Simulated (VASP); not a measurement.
KNaICl, 4 atoms in the cell. Symmetry: Pmmm, No. 47, orthorhombic system. The conventional cell has a = 3.924 Å, b = 4.241 Å, c = 7.214 Å, α = 90.00°, β = 90.00°, γ = 90.00°. Within 3.8 Å of K (site symmetry mmm) lie 4 Cl at 2.89 Å and 2 I at 3.61 Å. Within 3.8 Å of Na (site symmetry mmm) lie 4 I at 2.89 Å and 2 Cl at 3.61 Å. I (site symmetry mmm) has 4 Na at 2.89 Å and 2 K at 3.61 Å within 3.8 Å. Cl (site symmetry mmm) has 4 K at 2.89 Å and 2 Na at 3.61 Å within 3.8 Å.  This cell differs from its parent crystal: strain +e along x and -e along y -0.0367, strain +e along z and -e/2 along x and y +0.1100.

* Program: VASP 6.6.1
* Task: single point
* Functional: LDA
* Potentials or basis: VASP PAW LDA potentials, release 64 (K_sv, Na_pv, I, Cl)
* Cutoff: 520 eV
* k mesh: 6 × 6 × 4
* Occupations: gaussian, width 0.05 eV
* Spin: no spin polarisation
* Dipole correction: no
* Further INCAR settings: ALGO = Normal; EDIFF = 1e-06; NBANDS = 23

Potentials or basis: VASP PAW LDA potentials, release 64 (K_sv, Na_pv, I, Cl).

Run with:

```sh
$ cat potpaw_LDA.64/K_sv/POTCAR potpaw_LDA.64/Na_pv/POTCAR potpaw_LDA.64/I/POTCAR potpaw_LDA.64/Cl/POTCAR > POTCAR
$ mpirun -np 1 vasp_std > vasp.out
```

Hardware: 1 thread of Intel(R) Xeon(R) Platinum 8259CL CPU @ 2.50GHz (Skylake/Cascade Lake), with other jobs on the host.

Problem. How long does it take, and how much memory?

Solution. Run time: 120 s on 1 thread of Intel(R) Xeon(R) Platinum 8259CL CPU @ 2.50GHz (Skylake/Cascade Lake), with other jobs on the host, peak memory 0.28 GiB. Counts: scf iterations 14, k points 48.
